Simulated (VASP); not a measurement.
A run of VASP 6.6.1 is set up as follows.

Contents of INCAR:

```
PREC     = Accurate       # precision mode
ENCUT    = 520            # plane-wave cutoff, eV
EDIFF    = 1E-8           # SCF threshold, eV
ISMEAR   = -1             # smearing method
SIGMA    = 0.03           # smearing width, eV
LREAL    = False          # projectors in reciprocal space
LASPH    = True           # aspherical terms in the spheres
NELM     = 120            # most SCF steps
ALGO     = Normal         # electronic algorithm
ISIF     = 2              # what is computed and relaxed
LWAVE    = False          # write WAVECAR
LCHARG   = False          # write CHGCAR
GGA      = PE             # functional
LEFG     = True         
NBANDS   = 11             # bands
GGA_COMPAT= False
```

Contents of KPOINTS:

```
regular mesh
0
Gamma
  13 13 13
```

The input POSCAR:

```
BN
1.0
    0.0000000000      1.7713500000      1.8075000000
    1.7713500000      0.0000000000      1.8075000000
    1.7713500000      1.7713500000      0.0000000000
B N
1 1
Direct
    0.0000000000      0.0000000000      0.0000000000
    0.7500000000      0.7500000000      0.7500000000
```

Potentials or basis: VASP PAW PBE potentials, release 64 (B, N).

Run with:

```sh
$ cat potpaw_PBE.64/B/POTCAR potpaw_PBE.64/N/POTCAR > POTCAR
$ mpirun -np 1 vasp_std > vasp.out
```

Task: Predict the pressure.

Result: 20.1 GPa.

Task: Predict the band gap on the k mesh.

Result: 4.39 eV (least direct gap 8.90 eV).

Stress tensor (GPa, compression positive):
```
24.48  0.00  0.00
 0.00 24.48  0.00
 0.00  0.00 11.20
```

Caveat: the cell differs from its parent crystal (equal xx and yy strain of -2 %); the stress differs along the axes, from 11 to 24 GPa; without QUAD_EFG the Cq values of the log hold for a quadrupole moment of 1 mb, not for the nuclei. A k mesh can miss the band edges.
